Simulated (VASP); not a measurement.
Runs of VASP 6.6.1 on Te2Pt. The structure is that of space group P-3m1 (No. 164), or close to it. The cells are those of the table. 

```tsv
fixed moment (μB)	cell	pressure (GPa)	moment (μB)	largest force (eV/Å)
0.1875	a = 4.199, b = 4.199, c = 5.534 Å, angles 90.0, 90.0, 120.0°, 3 atoms	-6.2	0.19	0.64
0.25	a = 4.304, b = 4.304, c = 5.673 Å, angles 90.0, 90.0, 120.0°, 3 atoms	-9.7	0.25	1.07
0.3125	a = 3.972, b = 3.972, c = 5.234 Å, angles 90.0, 90.0, 120.0°, 3 atoms	9.8	0.31	0.99
0.375	a = 3.972, b = 3.972, c = 5.234 Å, angles 90.0, 90.0, 120.0°, 3 atoms	(a)	0.38	1.00
0.5	a = 4.404, b = 4.404, c = 5.805 Å, angles 90.0, 90.0, 120.0°, 3 atoms	(b)	0.50	1.31
0.25	a = 3.972, b = 3.972, c = 5.234 Å, angles 90.0, 90.0, 120.0°, 3 atoms	9.8	0.25	0.98
0.125	a = 4.404, b = 4.404, c = 5.805 Å, angles 90.0, 90.0, 120.0°, 3 atoms	-11.7	0.12	1.38
0.1875	a = 3.972, b = 3.972, c = 5.234 Å, angles 90.0, 90.0, 120.0°, 3 atoms	9.8	0.19	0.97
```

Alike in all rows: task single point; level PBE; potentials or basis VASP PAW PBE potentials, release 64 (Te, Pt); spin collinear; k mesh 12 × 12 × 8; cutoff (eV) 500; smearing gaussian 0.15 eV.

Question: Estimate the missing entries.

Answer: (a) 9.9; (b) -11.6.

Caveats: the total moment is fixed, so each spin has its own Fermi level and the state may be an excited one; the cell stands under tension (at least some runs); forces of over 1 eV/Å act on the atoms, so gaps and moduli don't describe the material at rest (at least some runs); the cell stands under pressure (at least some runs); this functional lacks dispersion, which binds layers or chains, so the pressure and a relaxed spacing across them are unreliable (at least some runs).
